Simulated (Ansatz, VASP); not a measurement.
**NaCl: VASP beside Ansatz**

POSCAR

```
NaCl
1.0
    0.0000000000      2.8317500000      3.0582900000
    2.8317500000      0.0000000000      3.0582900000
    2.8317500000      2.8317500000      0.0000000000
Na Cl
1 1
Direct
    0.0000000000      0.0000000000      0.0000000000
    0.5000000000      0.5000000000      0.5000000000
```

The input INCAR.step1:

```
SYSTEM = NaCl
PREC = Accurate ; ENCUT = 520
ISMEAR = 0 ; SIGMA = 0.05
LREAL = .False. ; LASPH = .True.
NELM = 100 ; NBANDS = 14
GGA = PE ; ALGO = Normal
EDIFF = 1E-4 ; LWAVE = .True.
LCHARG = .False.
```

File INCAR.step2:

```
SYSTEM = NaCl
PREC = Accurate ; ENCUT = 520
EDIFF = 1E-7 ; ISMEAR = 0
SIGMA = 0.05 ; LREAL = .False.
LASPH = .True. ; NELM = 100
ALGO = Normal ; ISIF = 2
LWAVE = .False. ; LCHARG = .False.
METAGGA = R2SCAN ; LMIXTAU = .True.
NBANDS = 14 ; ISTART = 1
```

File KPOINTS:

```
regular mesh
0
Gamma
  8 8 8
  0 0 0
```

Input for Ansatz:

```yaml
crystal:
  lattice:
    - [0.0, 2.83175, 3.05829]
    - [2.83175, 0.0, 3.05829]
    - [2.83175, 2.83175, 0.0]
  atoms:
    - { symbol: Na, position: [0.0, 0.0, 0.0] }
    - { symbol: Cl, position: [0.5, 0.5, 0.5] }
basis:
  ecutwfc: 500
kpoints:
  mp_grid: { grid: [8, 8, 8] }
hamiltonian:
  xc: r2scan
scf:
  occupations: { method: gaussian, width: 0.05 }
output:
  forces: true
  stress: true
  eigenvalues: true
```

Change from the starting cell: strain +0.000 along x and y, +0.080 along z, atoms carried along.

Alike in both runs: task single point; functional r2SCAN; k mesh 8 × 8 × 8; occupations gaussian, width 0.05 eV; no spin polarisation.

|  | VASP | Ansatz |
| --- | --- | --- |
| version | VASP 6.6.1 | Ansatz 0.2.0 |
| potentials or method | VASP PAW PBE potentials, release 64 (Na_pv, Cl), cutoff 520 eV | scalar-relativistic, plane waves, PAW |
| valence electrons in the cell | 14 | 16 |

|  | VASP | Ansatz | Ansatz less VASP |
| --- | --- | --- | --- |
| gap on the k mesh at the Fermi level (eV) | 5.55 | 5.53 | -0.021 |
| least direct gap on the mesh (eV) | 5.55 | 5.53 | -0.021 |
| pressure (GPa) | -2.2 | -2.0 | +0.19 |
| traceless stress, the component that is largest in VASP (GPa) | -1.03 | -1.09 | -0.057 |

VASP's potentials were made for PBE, not for r2SCAN. VASP's potentials hold 14 valence electrons a cell and Ansatz's 16, so a difference there can come from the potentials and not from the codes.
